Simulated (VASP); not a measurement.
A run of VASP 6.6.1:

INCAR

```
  PREC = Accurate
  ENCUT = 600
  EDIFF = 1E-6
  ISMEAR = 0
  SIGMA = 0.1
  LREAL = F
  LASPH = T
  NELM = 100
  ALGO = Normal
  ISIF = 3
  LWAVE = F
  LCHARG = F
  GGA = PE
  IBRION = 2
  NSW = 100
  EDIFFG = -0.01
```

File KPOINTS:

```
regular mesh
0
Gamma
  8 8 8
```

POSCAR

```
AlIn2As2P
1.0
    5.1412838247      0.0000000000      0.0000000000
    0.0000000000      5.1412838247      0.0000000000
    0.0000000000      0.0000000000      5.5446801680
Al In P As
1 2 1 2
Direct
    0.0000000000      0.0000000000      0.5000000000
    0.5000000000      0.5000000000      0.2580067623
    0.5000000000      0.5000000000      0.7419932377
    0.0000000000      0.0000000000      0.0000000000
    0.0000000000      0.5000000000      0.0000000000
    0.5000000000      0.0000000000      0.0000000000
```

Potentials or basis: VASP PAW PBE potentials, release 64 (Al, In_d, P, As).

Launch:

```bash
$ cat potpaw_PBE.64/Al/POTCAR potpaw_PBE.64/In_d/POTCAR potpaw_PBE.64/P/POTCAR potpaw_PBE.64/As/POTCAR > POTCAR
$ mpirun -np 1 vasp_std > vasp.out
```

Hardware: 1 thread of Intel(R) Xeon(R) Platinum 8488C (Sapphire Rapids) (shared host).

Question: Estimate the wall time of this run.

Answer: It took 20 min on 1 thread of Intel(R) Xeon(R) Platinum 8488C (Sapphire Rapids), on a shared host, peak memory 0.57 GiB. Counts: scf iterations 53, k points 75, ion steps 7.
